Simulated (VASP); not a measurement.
Wanted: the native input for a VASP 6.6.1 run.

- Task: single point
- Functional: PBEsol
- Potentials or basis: VASP PAW PBE potentials, release 64 (Sr_sv)
- Cutoff: 520 eV
- k mesh: 15 × 15 × 15
- Occupations: fermi-dirac, width 0.1 eV
- Spin: no spin polarisation
- Dipole correction: no
- Further INCAR settings: ALGO = Normal; EDIFF = 1e-06; NBANDS = 11

The structure of Sr lies in POSCAR:

```
Sr
1.0
    0.0000000000      2.9668499945      2.9668499945
    2.9668499945      0.0000000000      2.9668499945
    2.9668499945      2.9668499945      0.0000000000
Sr
1
Direct
    0.0000000000      0.0000000000      0.0000000000
```

The input as run:

INCAR

```
SYSTEM = Sr
PREC = Accurate
ENCUT = 520
EDIFF = 1E-6
ISMEAR = -1
SIGMA = 0.1
LREAL = .FALSE.
LASPH = .TRUE.
NELM = 60
ALGO = Normal
ISIF = 2
LWAVE = .FALSE.
LCHARG = .FALSE.
GGA = PS
NBANDS = 11
```

KPOINTS

```
Automatic mesh
0
G
  15 15 15
  0 0 0
```

Potentials or basis: VASP PAW PBE potentials, release 64 (Sr_sv).

Command:

```console
$ cat potpaw_PBE.64/Sr_sv/POTCAR > POTCAR
$ mpirun -np 1 vasp_std > vasp.out
```

It gave:

```
Pressure : 0.0 GPa
```

Caveat: the PAW data sets were made with another functional, which shifts forces and pressure a little.

It took 20 s on 1 thread of Intel(R) Xeon(R) 6975P-C (Granite Rapids) (shared host), peak memory 0.22 GiB.
